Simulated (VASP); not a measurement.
Input of a VASP 6.6.1 run:

Contents of INCAR:

```
ALGO     = Normal         # electronic algorithm
EDIFF    = 1E-6           # SCF threshold, eV
EDIFFG   = -0.01          # ionic threshold
ENCUT    = 600            # plane-wave cutoff, eV
GGA      = PE             # functional
IBRION   = 2              # ionic algorithm
ISIF     = 3              # what is computed and relaxed
ISMEAR   = -1             # smearing method
LASPH    = True           # aspherical terms in the spheres
LCHARG   = False          # write CHGCAR
LREAL    = False          # projectors in reciprocal space
LWAVE    = False          # write WAVECAR
NELM     = 80             # most SCF steps
NSW      = 60             # ionic steps
PREC     = Accurate       # precision mode
SIGMA    = 0.05           # smearing width, eV
```

KPOINTS

```
k-points
0
Gamma
  11 11 11
```

Contents of POSCAR:

```
Sn
1.0
   -1.7265390000      1.7755470000      2.3383420000
    1.7265390000     -1.7755470000      2.3383420000
    1.7265390000      1.7755470000     -2.3383420000
Sn
1
Direct
    0.0000000000      0.0000000000      0.0000000000
```

Potentials or basis: VASP PAW PBE potentials, release 64 (Sn_d).

Launch:

```sh
$ cat potpaw_PBE.64/Sn_d/POTCAR > POTCAR
$ mpirun -np 1 vasp_std > vasp.out
```

Problem. Predict the relaxed cell.

Solution. a = 3.390 Å, b = 3.390 Å, c = 3.390 Å, α = 118.72°, β = 118.76°, γ = 92.20°.

Problem. What does it give for the relaxed volume?

Solution. 28.05 Å³/atom.

Problem. Estimate the band gap on the k mesh.

Solution. Zero (bands 7 and 8 overlap by 9.21 eV).

Problem. Predict the space group after relaxing (to 0.1 Å).

Solution. I4/mmm (No. 139).

Final structure:
```
Sn
1.0
    -1.72760    1.72670    2.35064
     1.72760   -1.72670    2.35064
     1.72760    1.72670   -2.35064
Sn
1
Direct
  0.00000 0.00000 0.00000
```

Caveat: spin-orbit coupling is left out, which moves the levels of the heavy elements.
